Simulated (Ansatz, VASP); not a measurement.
**Ga4SbAs3: VASP beside Ansatz**

File POSCAR:

```
Ga4SbAs3
1.0
   -2.8936630749      2.8936630749      5.7782565068
    2.8936630749     -2.8936630749      5.7782565068
    2.8936630749      2.8936630749     -5.7782565068
As Ga Sb
3 4 1
Direct
    0.2500000000      0.7500000000      0.5000000000
    0.5000000000      0.5000000000      0.0000000000
    0.7500000000      0.2500000000      0.5000000000
    0.8672292215      0.3910728006      0.0000000000
    0.1327707785      0.1327707785      0.5238435790
    0.3910728006      0.8672292215      0.0000000000
    0.6089271994      0.6089271994      0.4761564210
    0.0000000000      0.0000000000      0.0000000000
```

INCAR.step1

```
SYSTEM = Ga4SbAs3
PREC = Accurate ; ENCUT = 520
ISMEAR = 0 ; SIGMA = 0.01
LREAL = .False. ; LASPH = .True.
NELM = 60 ; NBANDS = 46
GGA = PE ; ALGO = Normal
EDIFF = 1E-4 ; LWAVE = .True.
LCHARG = .False.
```

Contents of INCAR.step2:

```
SYSTEM = Ga4SbAs3
PREC = Accurate ; ENCUT = 520
EDIFF = 1E-6 ; ISMEAR = 0
SIGMA = 0.01 ; LREAL = .False.
LASPH = .True. ; NELM = 60
ALGO = Normal ; ISIF = 2
LWAVE = .False. ; LCHARG = .False.
METAGGA = R2SCAN ; LMIXTAU = .True.
NBANDS = 46 ; ISTART = 1
```

File KPOINTS:

```
Automatic mesh
0
Gamma
  6 6 6
  0 0 0
```

Input for Ansatz:

```yaml
crystal:
  lattice:
    - [-2.8936630749, 2.8936630749, 5.7782565068]
    - [2.8936630749, -2.8936630749, 5.7782565068]
    - [2.8936630749, 2.8936630749, -5.7782565068]
  atoms:
    - { symbol: As, position: [0.25, 0.75, 0.5] }
    - { symbol: Ga, position: [0.8672292215, 0.3910728006, 0.0] }
    - { symbol: As, position: [0.5, 0.5, 0.0] }
    - { symbol: Ga, position: [0.1327707785, 0.1327707785, 0.523843579] }
    - { symbol: As, position: [0.75, 0.25, 0.5] }
    - { symbol: Ga, position: [0.3910728006, 0.8672292215, 0.0] }
    - { symbol: Sb, position: [0.0, 0.0, 0.0] }
    - { symbol: Ga, position: [0.6089271994, 0.6089271994, 0.476156421] }
kpoints:
  mp_grid: { grid: [6, 6, 6] }
  band_path:
    path:
      - [0.0, 0.0, 0.0]
      - [0.0, 0.0, 0.5]
      - [0.25, 0.25, 0.25]
      - [0.0, 0.5, 0.0]
      - [0.5, 0.5, -0.5]
      - [0.312696356, 0.687303644, -0.312696356]
      - [-0.312696356, 0.312696356, 0.312696356]
      - [-0.1253927119, 0.1253927119, 0.5]
      - [0.5, 0.5, -0.1253927119]
    npoints: 1
hamiltonian:
  xc: r2scan
scf:
  occupations: { method: fixed }
  n_extra_bands: 6
output:
  forces: true
  stress: true
  eigenvalues: true
```

Alike in both runs: task single point; functional r2SCAN; k mesh 6 × 6 × 6; no spin polarisation.

|  | VASP | Ansatz |
| --- | --- | --- |
| version | VASP 6.6.1 | Ansatz 0.2.0 |
| potentials or method | VASP PAW PBE potentials, release 64 (As, Ga_d, Sb) | plane waves, PAW |
| plane-wave cutoff (eV) | 520 | 500 |
| occupations | gaussian, width 0.01 eV | fixed |
| valence electrons in the cell | 72 | 112 |

```tsv
	VASP	Ansatz	Ansatz less VASP
gap on the k mesh at the Fermi level (eV)	0.62	0.64	+0.019
pressure (GPa)	0.1	0.0	-0.11
rms of the force components (eV/Å)	0.004	0.002	-0.0014
```

VASP's potentials were made for PBE, not for r2SCAN. VASP's potentials hold 72 valence electrons a cell and Ansatz's 112, so a difference there can come from the potentials and not from the codes.

Spin-orbit coupling is off throughout.
